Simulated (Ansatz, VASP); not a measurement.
# Two plane-wave programs on As

Contents of INCAR:

```
PREC = Accurate
ENCUT = 600
EDIFF = 1E-7
ISMEAR = -1
SIGMA = 0.05
LREAL = F
LASPH = T
NELM = 100
ALGO = Normal
ISIF = 3
LWAVE = F
LCHARG = F
GGA = PE
IBRION = 2
NSW = 100
EDIFFG = -0.003
```

KPOINTS

```
Automatic mesh
0
Gamma
  11 11 11
```

Contents of POSCAR:

```
As
1.0
    1.8807968987      1.0858785957      3.5140619945
   -1.8807968987      1.0858785957      3.5140619945
    0.0000000000     -2.1717571915      3.5140619945
As
2
Direct
    0.7740000000      0.7740000000      0.7740000000
    0.2260000000      0.2260000000      0.2260000000
```

Input for Ansatz:

```yaml
crystal:
  lattice:
    - [1.8807968987, 1.0858785957, 3.5140619945]
    - [-1.8807968987, 1.0858785957, 3.5140619945]
    - [0.0, -2.1717571915, 3.5140619945]
  atoms:
    - { symbol: As, position: [0.774, 0.774, 0.774] }
    - { symbol: As, position: [0.226, 0.226, 0.226] }
kpoints:
  mp_grid: { grid: [11, 11, 11] }
scf:
  occupations: { method: fermi_dirac, width: 0.05 }
hamiltonian:
  xc: pbe
  pseudopotentials: { kind: paw }
output:
  forces: true
  stress: true
  write_density: true
  write_potential: true
  elf: true
  volumetric_format: npy
relax:
  f_tol: 0.003
  max_steps: 80
  cell: {}
```

Alike in both runs: task relaxation of cell and atoms; functional PBE; k mesh 11 × 11 × 11; occupations fermi-dirac, width 0.05 eV; no spin polarisation.

|  | VASP | Ansatz |
| --- | --- | --- |
| version | VASP 6.6.1 | Ansatz 0.2.0 |
| potentials or method | VASP PAW PBE potentials, release 64 (As) | PAW with Ansatz's default frozen-core files, scalar-relativistic |
| plane-wave cutoff (eV) | 600 | 420 |
| valence electrons in the cell | 10 | 30 |

```csv
,VASP,Ansatz,Ansatz less VASP
relaxed volume (Å³/atom),22.58,22.59,+0.004
relaxed cell length with the largest relative difference (Å),4.203,4.211,+0.0086
```

VASP's potentials hold 10 valence electrons a cell and Ansatz's 30, so a difference there can come from the potentials and not from the codes.
